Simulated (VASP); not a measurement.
# Mg (a cell with a defect) in VASP: relaxation of the atoms with PBE

Aim: the relaxation of the atoms of Mg (a cell with a defect) with PBE.

Program: VASP 6.6.1. These are calculated values, not measurements. Logs are shortened: lines on timing, memory, paths and dates and some standing lists are left out, and cuts for length are marked.

### 1 The cell of the first run

The cell holds a defect, 19 atoms: a = 8.460 Å, b = 8.460 Å, c = 8.460 Å, α = 106.60°, β = 106.60°, γ = 115.38°.

### 2 Relaxation of the atoms, PBE (atoms taken out)

INCAR

```
ALGO     = Normal         # electronic algorithm
EDIFF    = 1E-7           # SCF threshold, eV
EDIFFG   = -0.02          # ionic threshold
ENCUT    = 520            # plane-wave cutoff, eV
GGA      = PE             # functional
GGA_COMPAT= F            
IBRION   = 2              # ionic algorithm
ISIF     = 2              # what is computed and relaxed
ISMEAR   = 0              # smearing method
LASPH    = T              # aspherical terms in the spheres
LCHARG   = F              # write CHGCAR
LREAL    = F              # projectors in reciprocal space
LWAVE    = F              # write WAVECAR
NELM     = 120            # most SCF steps
NELMIN   = 4            
NSW      = 70             # ionic steps
PREC     = Accurate       # precision mode
SIGMA    = 0.1            # smearing width, eV
```

KPOINTS

```
k-points
0
Gamma
  4 4 4
```

POSCAR

```
Mg
1.0
    4.5221932693      2.2610966347      6.7832899040
    4.5221932693     -2.2610966347     -6.7832899040
   -4.5221932693      6.7832899040     -2.2610966347
Mg
19
Direct
    0.6500000000      0.9500000000      0.1000000000
    0.2500000000      0.7500000000      0.5000000000
    0.1500000000      0.4500000000      0.1000000000
    0.6000000000      0.8000000000      0.4000000000
    0.5000000000      0.5000000000      0.0000000000
    0.9500000000      0.8500000000      0.3000000000
    0.2000000000      0.6000000000      0.8000000000
    0.1000000000      0.3000000000      0.4000000000
    0.5500000000      0.6500000000      0.7000000000
    0.0000000000      0.0000000000      0.0000000000
    0.4500000000      0.3500000000      0.3000000000
    0.9000000000      0.7000000000      0.6000000000
    0.8000000000      0.4000000000      0.2000000000
    0.0500000000      0.1500000000      0.7000000000
    0.4000000000      0.2000000000      0.6000000000
    0.8500000000      0.5500000000      0.9000000000
    0.7500000000      0.2500000000      0.5000000000
    0.3500000000      0.0500000000      0.9000000000
    0.7000000000      0.1000000000      0.8000000000
```

Potentials or basis: VASP PAW PBE potentials, release 64 (Mg).

On the command line:

```console
> cat potpaw_PBE.64/Mg/POTCAR > POTCAR
> mpirun -np 1 vasp_std > vasp.out
```

OUTCAR:

```text
EDIFF = 1E-7
   EDIFFG = -0.02
   ENCUT = 520
   GGA = PE
   IBRION = 2
   ISIF = 2
   ISMEAR = 0
   LASPH = T
   LREAL = F
   NELM = 120
   NELMIN = 4
   NSW = 70
   PREC = Accurate

 ion  position               nearest neighbor table
   1  0.650  0.950  0.100-  13 3.20   7 3.20   8 3.20   4 3.20  10 3.20   5 3.20  19 3.20  18 3.20
                            17 3.20   9 3.20   6 3.20
   2  0.250  0.750  0.500-   7 3.20  13 3.20  19 3.20  12 3.20   4 3.20  15 3.20   8 3.20  18 3.20
                             3 3.20   9 3.20   6 3.20
   3  0.150  0.450  0.100-  19 3.20   8 3.20   4 3.20  13 3.20   5 3.20  10 3.20   7 3.20  16 3.20
                             2 3.20  14 3.20  11 3.20
   4  0.600  0.800  0.400-  11 3.20  14 3.20   1 3.20   3 3.20   6 3.20   2 3.20  17 3.20   9 3.20
                            12 3.20   5 3.20  19 3.20
   5  0.500  0.500  0.000-   9 3.20  11 3.20   6 3.20  14 3.20   1 3.20   3 3.20  16 3.20  18 3.20
                             4 3.20  15 3.20   7 3.20  13 3.20
   6  0.950  0.850  0.300-   8 3.20  10 3.20  15 3.20   4 3.20   5 3.20  13 3.20  12 3.20   2 3.20
                            16 3.20   1 3.20  14 3.20
   7  0.200  0.600  0.800-   9 3.20   2 3.20  18 3.20   1 3.20  16 3.20  17 3.20  14 3.20   3 3.20
                             8 3.20   5 3.20  12 3.20
   8  0.100  0.300  0.400-   6 3.20   9 3.20   1 3.20   3 3.20  11 3.20   2 3.20  17 3.20  14 3.20
                            15 3.20  10 3.20   7 3.20  13 3.20
   9  0.550  0.650  0.700-   7 3.20   5 3.20  15 3.20   8 3.20  12 3.20  10 3.20  19 3.20   4 3.20
[... 7 lines left out ...]
  13  0.800  0.400  0.200-  11 3.20   1 3.20  17 3.20  18 3.20   3 3.20   2 3.20   6 3.20  16 3.20
                            12 3.20   5 3.20   8 3.20  19 3.20
  14  0.050  0.150  0.700-  19 3.20  12 3.20  10 3.20   4 3.20  15 3.20   5 3.20   7 3.20   8 3.20
                            17 3.20   3 3.20  18 3.20   6 3.20
  15  0.400  0.200  0.600-   9 3.20   6 3.20  16 3.20  18 3.20  14 3.20  17 3.20   2 3.20  11 3.20
                             8 3.20   5 3.20  19 3.20
  16  0.850  0.550  0.900-  19 3.20  15 3.20  12 3.20   7 3.20  10 3.20   5 3.20  13 3.20   3 3.20
                            17 3.20   6 3.20   9 3.20
  17  0.750  0.250  0.500-  13 3.20  19 3.20   7 3.20  12 3.20   4 3.20  15 3.20   8 3.20  16 3.20
                             1 3.20  14 3.20  11 3.20
  18  0.350  0.050  0.900-   7 3.20  13 3.20  12 3.20  15 3.20  19 3.20   5 3.20  10 3.20   1 3.20
                             2 3.20  11 3.20  14 3.20
  19  0.700  0.100  0.800-  14 3.20  16 3.20  17 3.20   3 3.20  18 3.20   2 3.20   9 3.20   1 3.20
                             4 3.20  10 3.20  15 3.20  13 3.20

  LATTYP: Found a body centered tetragonal cell.
 ALAT       =    10.1119315576
 C/A-ratio  =     0.8944271910

  Lattice vectors:

 A1 = (   4.5221932693,   2.2610966347,   6.7832899040)
 A2 = (   4.5221932693,  -2.2610966347,  -6.7832899040)
 A3 = (  -4.5221932693,   6.7832899040,  -2.2610966347)

Analysis of symmetry for initial positions (statically):
=====================================================================
 Subroutine PRICEL returns:
 Original cell was already a primitive cell.

 Routine SETGRP: Setting up the symmetry group for a
 body centered tetragonal supercell.

 Subroutine GETGRP returns: Found  8 space group operations
 (whereof  2 operations were pure point group operations)
 out of a pool of 16 trial point group operations.

The static configuration has the point symmetry C_1h.
 The point group associated with its full space group is C_4h.

Analysis of symmetry for dynamics (positions and initial velocities):
=====================================================================
 Subroutine PRICEL returns:
 Original cell was already a primitive cell.

 Routine SETGRP: Setting up the symmetry group for a
 body centered tetragonal supercell.

 Subroutine GETGRP returns: Found  8 space group operations
 (whereof  2 operations were pure point group operations)
 out of a pool of 16 trial point group operations.

The dynamic configuration has the point symmetry C_1h.
 The point group associated with its full space group is C_4h.

 Subroutine INISYM returns: Found  8 space group operations
 (whereof  2 operations are pure point group operations),
 and found     1 'primitive' translations

----------------------------------------------------------------------------------------

                                     Primitive cell

  volume of cell :     462.3995

  direct lattice vectors                    reciprocal lattice vectors
     4.522193269  2.261096635  6.783289904     0.110565818  0.088452655  0.044226327
     4.522193269 -2.261096635 -6.783289904     0.110565818  0.044226327 -0.088452655
    -4.522193269  6.783289904 -2.261096635     0.000000000  0.132678982 -0.044226327

  length of vectors
     8.460248925  8.460248925  8.460248925     0.148339612  0.148339612  0.139855927

  position of ions in fractional coordinates (direct lattice)
     0.650000000  0.950000000  0.100000000
     0.250000000  0.750000000  0.500000000
     0.150000000  0.450000000  0.100000000
     0.600000000  0.800000000  0.400000000
     0.500000000  0.500000000  0.000000000
     0.950000000  0.850000000  0.300000000
[... 11 lines left out ...]
     0.350000000  0.050000000  0.900000000
     0.700000000  0.100000000  0.800000000

  ion indices of the primitive-cell ions
   primitive index   ion index
                 1           1
                 2           2
                 3           3
                 4           4
                 5           5
                 6           6
[... 11 lines left out ...]
                18          18
                19          19

----------------------------------------------------------------------------------------

 KPOINTS: k-points

Automatic generation of k-mesh.
 Grid dimensions read from file:
 generate k-points for:    4    4    4

 Generating k-lattice:

  Cartesian coordinates                     Fractional coordinates (reciprocal lattice)
     0.027641455  0.022113164  0.011056582     0.250000000  0.000000000 -0.000000000
     0.027641455  0.011056582 -0.022113164     0.000000000  0.250000000  0.000000000
     0.000000000  0.033169746 -0.011056582     0.000000000 -0.000000000  0.250000000

  Length of vectors
     0.037084903  0.037084903  0.034963982

  Shift w.r.t. Gamma in fractional coordinates (k-lattice)
     0.000000000  0.000000000  0.000000000

 Subroutine IBZKPT returns following result:
 ===========================================

 Found     14 irreducible k-points:

 Following reciprocal coordinates:
            Coordinates               Weight
  0.000000  0.000000  0.000000      1.000000
  0.250000  0.000000  0.000000      8.000000
  0.500000  0.000000  0.000000      4.000000
  0.250000  0.250000 -0.000000      8.000000
  0.500000  0.250000 -0.000000      8.000000
 -0.250000  0.500000 -0.000000      8.000000
 -0.250000  0.250000 -0.000000      4.000000
  0.500000  0.500000 -0.000000      2.000000
  0.250000  0.250000  0.250000      2.000000
 -0.250000  0.250000  0.250000      4.000000
  0.500000  0.500000  0.250000      4.000000
 -0.250000  0.500000  0.250000      8.000000
 -0.250000 -0.250000  0.250000      2.000000
  0.500000  0.500000  0.500000      1.000000
   k-points           NKPTS =     14   k-points in BZ     NKDIM =     14   number of bands    NBANDS=     29
   number of dos      NEDOS =    301   number of ions     NIONS =     19
   total plane-waves  NPLWV = 262144
   dimension x,y,z NGX =    64 NGY =   64 NGZ =   64
   dimension x,y,z NGXF=   128 NGYF=  128 NGZF=  128
   ions per type =              19
   NGX,Y,Z   is equivalent  to a cutoff of  12.58, 12.58, 12.58 a.u.
   NGXF,Y,Z  is equivalent  to a cutoff of  25.15, 25.15, 25.15 a.u.
 SYSTEM =  unknown system
   PREC   = accura    normal or accurate (medium, high low for compatibility)
   ISTART =      0    job   : 0-new  1-cont  2-samecut
   ICHARG =      2    charge: 1-file 2-atom 10-const
   ISPIN  =      1    spin polarized calculation?
   LNONCOLLINEAR =      F non collinear calculations
   LSORBIT =      F    spin-orbit coupling
   LASPH  =      T    aspherical Exc in radial PAW
   ENCUT  =  520.0 eV  38.22 Ry    6.18 a.u.  15.73 15.73 15.73*2*pi/ulx,y,z
   NELM   =    120;   NELMIN=  4; NELMDL= -5     # of ELM steps
   EDIFF  = 0.1E-06   stopping-criterion for ELM
   LREAL  =      F    real-space projection
   EDIFFG = -.2E-01   stopping-criterion for IOM
   NSW    =     70    number of steps for IOM
   IBRION =      2    ionic relax: 0-MD 1-quasi-New 2-CG
   NFREE  =      1    steps in history (QN), initial steepest desc. (CG)
   ISIF   =      2    stress and relaxation
   ISYM   =      2    0-nonsym 1-usesym 2-fastsym
   POTIM  = 0.5000    time-step for ionic-motion
   TEBEG  =    0.0;   TEEND  =   0.0 temperature during run
   PSTRESS=    0.0 pullay stress
   NELECT =      38.0000    total number of electrons
   NUPDOWN=      -1.0000    fix difference up-down
   EMIN   =  10.00;   EMAX   =-10.00  energy-range for DOS
   EFERMI =   0.00;   METHOD = LEGACY
   ISMEAR =     0;   SIGMA  =   0.10  broadening in eV -4-tet -1-fermi 0-gaus
   EFERMI_NEDOS =   21; number of points for ismear=-14 and -15
   IALGO  =     38    algorithm
   IMIX   =      4    mixing-type and parameters
     AMIX     =   0.40;   BMIX     =  1.00
     AMIX_MAG =   1.60;   BMIX_MAG =  1.00
  volume/ion in A,a.u.               =      24.34       164.23
  Fermi-wavevector in a.u.,A,eV,Ry     =   0.711755  1.345021  6.892637  0.506595
  Thomas-Fermi vector in A             =   1.798950
   LORBIT       =      0    0 simple, 1 ext, 2 COOP (PROOUT), +10 PAW based schemes
   GGA     = PE    functional components
   LHFCALC =     F    Hartree Fock is set to
   AEXX    =    0.0000 exact exchange contribution
   IVDW    =     0    specifies the selected vdW correction
   LEPSILON=     F    determine dielectric tensor
   LRPA    =     F    only Hartree local field effects (RPA)
 conjugate gradient relaxation of ions
 non-spin polarized calculation
 Gauss-broadening in eV      SIGMA  =   0.10
  energy-cutoff  :      520.00
  volume of cell :      462.40
 maximum number of plane-waves:     12495
 NGX is ok and might be reduce to    64
   NGX = 31   NGY = 31   NGZ = 31

--------------------------------------- Ionic step        1  -------------------------------------------

 number of electron      38.0000000 magnetization

 Free energy of the ion-electron system (eV)
  ---------------------------------------------------
  ext. energy  EPLUGINS =         0.00000000
  ---------------------------------------------------
  free energy    TOTEN  =       -27.44017712 eV

  energy without entropy =      -27.38234061  energy(sigma->0) =      -27.41125886

------------------------ aborting loop because EDIFF is reached ----------------------------------------

  FORCE on cell =-STRESS in cart. coord.  units (eV):
  Direction    XX          YY          ZZ          XY          YZ          ZX
  --------------------------------------------------------------------------------------
  -------------------------------------------------------------------------------------
  Total       -2.0233494     -1.2791196     -1.2791196     -0.0000000      0.0000000      0.0000000
  in kB       -7.0107439     -4.4320473     -4.4320473     -0.0000000      0.0000000      0.0000000
  external PRESSURE =      -5.2916128 kB  Pullay stress =       0.0000000 kB
[... 199 lines left out ...]
--------------------------------------- Ionic step        5  -------------------------------------------

 number of electron      38.0000000 magnetization

 Free energy of the ion-electron system (eV)
  ---------------------------------------------------
  ext. energy  EPLUGINS =         0.00000000
  ---------------------------------------------------
  free energy    TOTEN  =       -27.45108088 eV

  energy without entropy =      -27.39467658  energy(sigma->0) =      -27.42287873

 E-fermi :   2.3039     XC(G=0):  -8.2799

 val. band max:        2.2806692611   @ k =   0.5000   0.2500  -0.0000
 cond. band min:       2.3214720210   @ k =   0.2500   0.2500   0.2500
 fundamental gap:      0.0408027599
 Fermi energy:         2.3039170285

 k-point     1 :       0.0000    0.0000    0.0000
  band No.  band energies     occupation
      1      -4.4302      2.00000
      2      -1.6397      2.00000
      3      -1.5690      2.00000
      4      -1.5690      2.00000
      5      -1.5573      2.00000
      6      -1.3093      2.00000
[... 483 lines left out ...]
  FREE ENERGIE OF THE ION-ELECTRON SYSTEM (eV)
  ---------------------------------------------------
  free  energy   TOTEN  =       -27.4510808753 eV

  energy  without entropy=      -27.3946765818  energy(sigma->0) =      -27.42287873

 reached required accuracy - stopping structural energy minimisation
```

It took 7.2 min on 1 thread of Intel Xeon 6975P-C (Granite Rapids), shared host; peak memory 0.67 GiB.

Results:

```yaml
Free_energy: -27.4511 eV
Energy_gained_by_relaxing: 0.6 meV/atom
Ionic_steps: 5
Pressure_after_relaxing: -0.6 GPa
Largest_force_after_relaxing: 0.009 eV/Å
Band_gap_on_the_k_mesh: zero (bands 19 and 20 overlap by 1.30 eV)
```

Forces in eV/Å, atoms in the order of the input:
```
Mg   0.002 -0.002 -0.003
Mg  -0.002 -0.003  0.002
Mg  -0.002 -0.002 -0.003
Mg   0.000 -0.002  0.009
Mg   0.000  0.001  0.001
Mg  -0.002  0.002  0.003
Mg   0.000 -0.009 -0.002
Mg   0.000 -0.001 -0.001
Mg   0.000  0.000  0.000
Mg   0.000  0.002 -0.009
Mg   0.002  0.002  0.003
Mg   0.000 -0.001  0.001
Mg   0.000  0.000  0.000
Mg   0.000  0.000  0.000
Mg   0.000  0.009  0.002
Mg  -0.002  0.003 -0.002
Mg   0.002 -0.003  0.002
Mg   0.002  0.003 -0.002
Mg   0.000  0.001 -0.001
```

Stress tensor (GPa, compression positive):
```
-0.70  0.00  0.00
 0.00 -0.51  0.00
 0.00  0.00 -0.51
```

Step by step:
```tsv
step	energy change (eV)	largest force (eV/Å)	pressure (GPa)
1	0.0000	0.0743	-0.53
2	-0.0031	0.0630	-0.54
3	-0.0094	0.0294	-0.56
4	-0.0075	0.0435	-0.59
5	-0.0109	0.0093	-0.58
```

Final structure:
```
CELL_PARAMETERS angstrom
4.52219 2.26110 6.78329
4.52219 -2.26110 -6.78329
-4.52219 6.78329 -2.26110
ATOMIC_POSITIONS crystal
Mg 0.64764 0.95040 0.10053
Mg 0.24960 0.75013 0.49724
Mg 0.15013 0.45288 0.10053
Mg 0.59813 0.80051 0.39864
Mg 0.49990 0.50156 0.00146
Mg 0.95236 0.84960 0.29947
Mg 0.20051 0.60187 0.80238
Mg 0.10010 0.29844 0.39854
Mg 0.55000 0.65000 0.70000
Mg 0.00187 0.99949 0.00136
Mg 0.44987 0.34712 0.29947
Mg 0.90156 0.70010 0.60166
Mg 0.80000 0.40000 0.20000
Mg 0.05000 0.15000 0.70000
Mg 0.39949 0.19813 0.59762
Mg 0.85289 0.55236 0.90276
Mg 0.74711 0.24764 0.49724
Mg 0.35040 0.04987 0.90276
Mg 0.69844 0.09990 0.79834
```

Caveat: the cell differs from its parent crystal (atoms taken out).
